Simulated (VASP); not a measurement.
# GaN: relaxation of the atoms with r2SCAN

The system is GaN.

```xyz
2
Lattice="0.0000 1.9820 1.9820 1.9820 0.0000 1.9820 1.9820 1.9820 0.0000" Properties=species:S:1:pos:R:3 pbc="T T T"
Ga    1.9820    1.9820    1.9820
N     0.0000    0.0000    0.0000
```

```yaml
Program: VASP 6.6.1
Task: relaxation of the atoms
Functional: r2SCAN
Potentials_or_basis: VASP PAW PBE potentials, release 64 (Ga_d, N)
Cutoff: 520 eV
k_mesh: 11 × 11 × 11
Occupations: fermi-dirac, width 0.1 eV
Spin: no spin polarisation
Dipole_correction: no
Further_INCAR_settings: ALGO = Normal; EDIFF = 1e-07; IBRION = 2; EDIFFG = -0.01; NSW = 60
```

```yaml
Pressure_after_relaxing: 71.4 GPa
Band_gap_on_the_k_mesh: 2.64 eV (least direct gap 6.14 eV)
```

Final structure:
```xyz
2
Lattice="0.0000 1.9820 1.9820 1.9820 0.0000 1.9820 1.9820 1.9820 0.0000" Properties=species:S:1:pos:R:3 pbc="T T T"
Ga    1.9820    1.9820    1.9820
N     0.0000    0.0000    0.0000
```

Levels at points of the mesh, in eV from the valence-band top:
```
           k point  band 6  band 7  band 8  band 9  band 10  band 11  band 12  band 13
(0.00, 0.00, 0.00)  -14.26   -0.82   -0.82   -0.82     5.32    16.66    16.66    16.66
```

Run time: 2.2 min on 1 thread of Intel Xeon 8259CL, on a shared host, peak memory 0.15 GiB.

Caveat: the relaxation stopped at its first step, so nothing moved; the PAW data sets were made with another functional, which shifts forces and pressure a little; an odd mesh through Γ misses points on the zone boundary, where band edges can lie.
